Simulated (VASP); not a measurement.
## La: single point with PBEsol

The system is La.

```
CELL_PARAMETERS angstrom
3.28723 0.00000 0.00000
-1.64362 2.84683 0.00000
0.00000 0.00000 5.55920
ATOMIC_POSITIONS crystal
La 0.66667 0.33333 0.75000
La 0.33333 0.66667 0.25000
```

```json
{
  "Program": "VASP 6.6.1",
  "Task": "single point",
  "Functional": "PBEsol",
  "Potentials or basis": "VASP PAW PBE potentials, release 64 (La)",
  "Cutoff": "520 eV",
  "k mesh": "8 × 8 × 5",
  "Occupations": "fermi-dirac, width 0.05 eV",
  "Spin": "no spin polarisation"
}
```

The pressure is 10.2 GPa. The band gap on the k mesh is zero (bands 11 and 12 overlap by 1.72 eV).

Levels at points of the mesh, in eV from the Fermi level:
| k point | band 9 | band 10 | band 11 | band 12 | band 13 | band 14 |
| --- | --- | --- | --- | --- | --- | --- |
| (0.00, 0.00, 0.00) | -2.49 | -2.05 | 0.79 | 1.56 | 1.56 | 1.79 |
| (0.50, 0.00, 0.00) | -2.66 | -1.99 | -1.34 | 1.56 | 1.67 | 1.76 |

Run time: 21 s on 1 thread of Intel(R) Xeon(R) Platinum 8488C (Sapphire Rapids) (shared host), peak memory 0.18 GiB.

Caveat: the cell stands under pressure; the PAW data sets were made with another functional, which shifts forces and pressure a little; spin-orbit coupling is left out, which moves the levels of the heavy elements.
